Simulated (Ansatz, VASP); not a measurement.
**Zr4Ag in VASP and in Ansatz**

INCAR

```
SYSTEM = Zr4Ag
PREC = Accurate
ENCUT = 600
EDIFF = 1E-6
ISMEAR = 0
SIGMA = 0.2
LREAL = .False.
LASPH = .True.
NELM = 100
ALGO = Normal
ISIF = 3
LWAVE = .False.
LCHARG = .False.
GGA = PE
IBRION = 2
NSW = 36
EDIFFG = -0.08
```

KPOINTS

```
Automatic mesh
0
Gamma
  4 4 4
  0 0 0
```

POSCAR

```
Zr4Ag
1.0
    0.0000000000      3.5648404100      3.5648404100
    3.5648404100      0.0000000000      3.5648404100
    3.5648404100      3.5648404100      0.0000000000
Zr Ag
4 1
Direct
    0.1458072700      0.1458072700      0.1458072700
    0.1458072700      0.1458072700      0.5625781900
    0.1458072700      0.5625781900      0.1458072700
    0.5625781900      0.1458072700      0.1458072700
    0.7500000000      0.7500000000      0.7500000000
```

Input for Ansatz:

```yaml
crystal:
  lattice:
    - [0.0, 3.56484041, 3.56484041]
    - [3.56484041, 0.0, 3.56484041]
    - [3.56484041, 3.56484041, 0.0]
  atoms:
    - { symbol: Zr, position: [0.14580727, 0.14580727, 0.14580727] }
    - { symbol: Zr, position: [0.14580727, 0.14580727, 0.56257819] }
    - { symbol: Zr, position: [0.14580727, 0.56257819, 0.14580727] }
    - { symbol: Zr, position: [0.56257819, 0.14580727, 0.14580727] }
    - { symbol: Ag, position: [0.75, 0.75, 0.75] }
basis:
  ecutwfc: 420
kpoints:
  mp_grid: { grid: [4, 4, 4] }
hamiltonian:
  xc: pbe
scf:
  occupations: { method: gaussian, width: 0.2 }
  lower_state_search: "off"
output:
  forces: true
  stress: true
  eigenvalues: true
relax:
  adjacent_minimum: "off"
  f_tol: 0.08
  max_steps: 16
  cell: { stress_tol: 0.8 }
```

Alike in both runs: task relaxation of cell and atoms; functional PBE; k mesh 4 × 4 × 4; occupations gaussian, width 0.2 eV; no spin polarisation.

|  | VASP | Ansatz |
| --- | --- | --- |
| version | VASP 6.6.1 | Ansatz 0.2.0 |
| potentials or method | VASP PAW PBE potentials, release 64 (Zr_sv, Ag), cutoff 600 eV | scalar-relativistic, plane waves, PAW |
| valence electrons in the cell | 59 | 67 |

```csv
,VASP,Ansatz,Ansatz less VASP
"gap on the k mesh at the Fermi level, each at its own relaxed structure (eV)",none,none,-
relaxed volume (Å³/atom),27.00,26.68,-0.321
relaxed cell length with the largest relative difference (Å),5.758,5.735,-0.0229
```

A gap of «none» marks a metal or a gap that the smearing closes. VASP's potentials hold 59 valence electrons a cell and Ansatz's 67, so a difference there can come from the potentials and not from the codes.

The k mesh is coarse, so the values compare programs but aren't converged. Noted on VASP's run: the volume moved by over 15 % at a fixed basis, so the end points are rough.
